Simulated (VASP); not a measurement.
Input of a VASP 6.6.1 run:

Contents of POSCAR:

```
ZrO2
1.0
    3.5650182537      0.0000000000      0.0000000000
    0.0000000000      3.5650182537      0.0000000000
    0.0000000000      0.0000000000      5.1748882163
Zr O
2 4
Direct
    0.0000000000      0.0000000000      0.0000000000
    0.5000000000      0.5000000000      0.5000000000
    0.0000000000      0.5000000000      0.2971775721
    0.0000000000      0.5000000000      0.7971775721
    0.5000000000      0.0000000000      0.7028224279
    0.5000000000      0.0000000000      0.2028224279
```

Contents of INCAR.step1:

```
PREC = Accurate
ENCUT = 660
ISMEAR = 0
SIGMA = 0.01
LREAL = F
LASPH = T
NELM = 200
LNONCOLLINEAR = T
MAGMOM = 0 0 0 0 0 0 0 0 0 0 0 0 0 0 0 0 0 0
LSORBIT = T
GGA_COMPAT = F
LMAXMIX = 4
NBANDS = 64
GGA = PE
ALGO = Normal
EDIFF = 1E-5
LWAVE = T
LCHARG = F
KPAR = 4
```

The input INCAR.step2:

```
PREC = Accurate
ENCUT = 660
EDIFF = 1E-6
ISMEAR = 0
SIGMA = 0.01
LREAL = F
LASPH = T
NELM = 200
ALGO = Normal
ISIF = 2
LWAVE = F
LCHARG = F
LNONCOLLINEAR = T
MAGMOM = 0 0 0 0 0 0 0 0 0 0 0 0 0 0 0 0 0 0
LORBIT = 11
LSORBIT = T
GGA_COMPAT = F
LORBMOM = T
LMAXMIX = 4
METAGGA = R2SCAN
LMIXTAU = T
NBANDS = 64
ISTART = 1
KPAR = 4
```

KPOINTS

```
Automatic mesh
0
Gamma
  8 8 6
```

Potentials or basis: VASP PAW PBE potentials, release 64 (Zr_sv, O).

Run with:

```sh
$ cat potpaw_PBE.64/Zr_sv/POTCAR potpaw_PBE.64/O/POTCAR > POTCAR
$ cp INCAR.step1 INCAR
$ mpirun -np 4 vasp_ncl > vasp.out
$ cp INCAR.step2 INCAR
$ mpirun -np 4 vasp_ncl > vasp.out
```

(1) What does it give for the largest force?

(2) Predict the pressure.

(3) Predict the net moment.

Answers

(1) 0.024 eV/Å.

(2) 6.5 GPa.

(3) 0.00 μB per cell.

Caveat: the cell differs from its parent crystal (strain -1.0%); the cell stands under pressure; the PAW data sets were made with another functional, which shifts forces and pressure a little.
